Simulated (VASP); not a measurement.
YAu, 2 atoms in the cell. Symmetry: Pm-3m, No. 221, cubic system. Conventional cell: a = 3.514 Å, b = 3.514 Å, c = 3.514 Å, α = 90.00°, β = 90.00°, γ = 90.00°. Y (site symmetry m-3m) has 8 Au at 3.04 Å and 6 Y at 3.51 Å within 4.0 Å. Within 4.0 Å of Au (site symmetry m-3m) lie 8 Y at 3.04 Å and 6 Au at 3.51 Å. 

- Program: VASP 6.6.1
- Task: single point
- Functional: LDA
- Potentials or basis: VASP PAW LDA potentials, release 64 (Y_sv, Au)
- Cutoff: 520 eV
- k mesh: 12 × 12 × 12
- Occupations: gaussian, width 0.1 eV
- Spin: no spin polarisation
- Dipole correction: no
- Further INCAR settings: ALGO = Fast; EDIFF = 1e-06; NBANDS = 18

Potentials or basis: VASP PAW LDA potentials, release 64 (Y_sv, Au).

Launch:

```console
$ cat potpaw_LDA.64/Y_sv/POTCAR potpaw_LDA.64/Au/POTCAR > POTCAR
$ mpirun -np 1 vasp_std > vasp.out
```

Hardware: 1 thread of Intel(R) Xeon(R) Platinum 8488C (Sapphire Rapids) (shared host).

Q: How long does it take, and how much memory?

A: Wall time 53 s on 1 thread of Intel(R) Xeon(R) Platinum 8488C (Sapphire Rapids), with other jobs on the host, peak memory 0.21 GiB. Counts: scf iterations 17, k points 84.
